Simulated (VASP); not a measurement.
Si2Ni:

```xyz
3
Lattice="0.0000 2.7030 2.7030 2.7030 0.0000 2.7030 2.7030 2.7030 0.0000" Properties=species:S:1:pos:R:3 pbc="T T T"
Ni    0.0000    0.0000    0.0000
Si    4.0545    4.0545    4.0545
Si    1.3515    1.3515    1.3515
```

Base run:

* Program: VASP 6.6.1
* Functional: PBEsol
* Potentials or basis: VASP PAW PBE potentials, release 64 (Ni_sv_GW, Si)
* Cutoff: 690 eV
* k mesh: 7 × 7 × 7
* Occupations: fermi-dirac, width 0.05 eV
* Spin: collinear spin, ferromagnetic start
* Starting moments: [1.2, 0.0, 0.0] μB
* Fixed moment: 1.2 μB

Its results: pressure 3.5 GPa; site moments Ni +0.52; Si +0.15 μB.

After a change of settings the same cell gave: pressure 2.0 GPa; site moments Ni +0.36; Si +0.10 μB. Which change was it?
A. fixed moment from 1.2 μB to 1.5 μB; moments at the start from [1.2, 0.0, 0.0] to [1.5, 0.0, 0.0]
B. fixed moment from 1.2 μB to 0.5 μB; moments at the start from [1.2, 0.0, 0.0] to [0.5, 0.0, 0.0]
C. functional from PBEsol to PBE
D. fixed moment from 1.2 μB to 0.8 μB; moments at the start from [1.2, 0.0, 0.0] to [0.8, 0.0, 0.0]

D.

Caveats: the PAW data sets were made with another functional, which shifts forces and pressure a little; the total moment is fixed, so each spin has its own Fermi level and the state may be an excited one; the cell stands under pressure (at least some runs).
